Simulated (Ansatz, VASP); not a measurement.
**Two plane-wave programs on C**

The input INCAR:

```
SYSTEM = C
PREC = Accurate
ENCUT = 520
EDIFF = 1E-6
ISMEAR = 0
SIGMA = 0.02
LREAL = .FALSE.
LASPH = .TRUE.
NELM = 80
ALGO = Normal
ISIF = 2
LWAVE = .FALSE.
LCHARG = .FALSE.
GGA = PE
IBRION = 2
NSW = 60
EDIFFG = -0.002
```

The input KPOINTS:

```
regular mesh
0
G
  12 12 12
  0 0 0
```

The input POSCAR:

```
C
1.0
    0.0000000000      1.7657330687      1.7657330687
    1.7657330687      0.0000000000      1.7657330687
    1.7657330687      1.7657330687      0.0000000000
C
2
Direct
    0.5000000000      0.5000000000      0.5000000000
    0.7500000000      0.7500000000      0.7500000000
```

Input for Ansatz:

```yaml
crystal:
  lattice:
    - [0.0, 1.7657330687, 1.7657330687]
    - [1.7657330687, 0.0, 1.7657330687]
    - [1.7657330687, 1.7657330687, 0.0]
  atoms:
    - { symbol: C, position: [0.5, 0.5, 0.5] }
    - { symbol: C, position: [0.75, 0.75, 0.75] }
basis:
  ecutwfc: 420
kpoints:
  mp_grid: { grid: [12, 12, 12] }
hamiltonian:
  xc: pbe
  pseudopotentials: { kind: paw, azcp: { folder: soft_1 } }
scf:
  occupations: { method: gaussian, width: 0.02 }
output:
  forces: true
  stress: true
  eigenvalues: true
relax:
  adjacent_minimum: "off"
  f_tol: 0.002
  max_steps: 40
```

Change from the starting cell: strained cell.

Alike in both runs: task relaxation of the atoms; functional PBE; k mesh 12 × 12 × 12; occupations gaussian, width 0.02 eV; no spin polarisation.

|  | VASP | Ansatz |
| --- | --- | --- |
| version | VASP 6.6.1 | Ansatz 0.2.0 |
| potentials or method | VASP PAW PBE potentials, release 64 (C), cutoff 520 eV | scalar-relativistic, plane waves, PAW |
| valence electrons in the cell | 8 | 8 |

|  | VASP | Ansatz | Ansatz less VASP |
| --- | --- | --- | --- |
| gap on the k mesh at the Fermi level, each at its own relaxed structure (eV) | 4.22 | 4.23 | +0.007 |

Ansatz's warnings: stress scf threshold loose.

Noted on VASP's run: the relaxation stopped at its first step, so nothing moved.
